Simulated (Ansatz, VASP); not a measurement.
# MnS in VASP and in Ansatz

```
CELL_PARAMETERS angstrom
0.00000 2.63877 2.63877
2.63877 0.00000 2.63877
2.63877 2.63877 0.00000
ATOMIC_POSITIONS crystal
Mn 0.00000 0.00000 0.00000
S 0.50000 0.50000 0.50000
```

Change from the starting cell: volume scaled by 1.04.

Alike in both runs: task single point; functional PBEsol; k mesh 9 × 9 × 9; occupations fermi-dirac, width 0.05 eV; collinear spin.

|  | VASP | Ansatz |
| --- | --- | --- |
| version | VASP 6.6.1 | Ansatz 0.2.0 |
| potentials or method | VASP PAW PBE potentials, release 64 (Mn_pv, S), cutoff 520 eV | all-electron LAPW, scalar-relativistic |

Ansatz gave:

| Item | Value |
| --- | --- |
| gap on the k mesh at the Fermi level (eV) | none |
| pressure (GPa) | -8.8 |
| net moment per atom (μB) | 2.38 |
| size of the moment on the site where the two differ most (μB) | 4.48 |

Question: Estimate VASP's values.

Answer: gap on the k mesh at the Fermi level (eV): none; pressure (GPa): -8.7; net moment per atom (μB): 2.38; size of the moment on the site where the two differ most (μB): 4.29.

VASP's potentials were made for PBE, not for PBEsol. Site moments also hang on the region over which each program counts them. A gap of «none» marks a metal or a gap that the smearing closes. Ansatz ran all-electron here, and VASP with PAW potentials.
